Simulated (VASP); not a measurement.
Wanted: the native input for a VASP 6.6.1 run.

| Property | Result |
| --- | --- |
| Task | single point |
| Functional | PBE |
| Potentials or basis | VASP PAW PBE potentials, release 64 (Re, S) |
| Cutoff | 520 eV |
| k mesh | 10 × 10 × 10 |
| Occupations | gaussian, width 0.1 eV |
| Spin | no spin polarisation |
| Dipole correction | no |
| Further INCAR settings | ALGO = Normal; EDIFF = 1e-06; NBANDS = 29 |

The structure of Re2S lies in POSCAR:

```
Re2S
1.0
    0.0000000000      3.6822158402      3.6822158402
    3.6822158402      0.0000000000      3.6822158402
    3.6822158402      3.6822158402      0.0000000000
Re S
4 2
Direct
    0.6250000000      0.6250000000      0.6250000000
    0.1250000000      0.6250000000      0.6250000000
    0.6250000000      0.6250000000      0.1250000000
    0.6250000000      0.1250000000      0.6250000000
    0.0000000000      0.0000000000      0.0000000000
    0.2500000000      0.2500000000      0.2500000000
```

One way to write it, as run:

INCAR

```
SYSTEM = Re2S
  PREC = Accurate
  ENCUT = 520
  EDIFF = 1E-6
  ISMEAR = 0
  SIGMA = 0.1
  LREAL = .False.
  LASPH = .True.
  NELM = 100
  ALGO = Normal
  ISIF = 2
  LWAVE = .False.
  LCHARG = .False.
  GGA = PE
  NBANDS = 29
```

KPOINTS

```
regular mesh
0
Gamma
  10 10 10
  0 0 0
```

Potentials or basis: VASP PAW PBE potentials, release 64 (Re, S).

The run is started by

```console
$ cat potpaw_PBE.64/Re/POTCAR potpaw_PBE.64/S/POTCAR > POTCAR
$ mpirun -np 1 vasp_std > vasp.out
```

Results of the run:

The pressure is -0.3 GPa and the band gap on the k mesh is zero (band 20 reaches 8.32 eV, above the bottom of band 21 at 6.92 eV).

Caveat: spin-orbit coupling is left out, which moves the levels of the heavy elements.

Run time: 4.7 min on 1 thread of AMD EPYC 7R43 64-Core Processor (Zen 3) (shared host), peak memory 0.26 GiB.
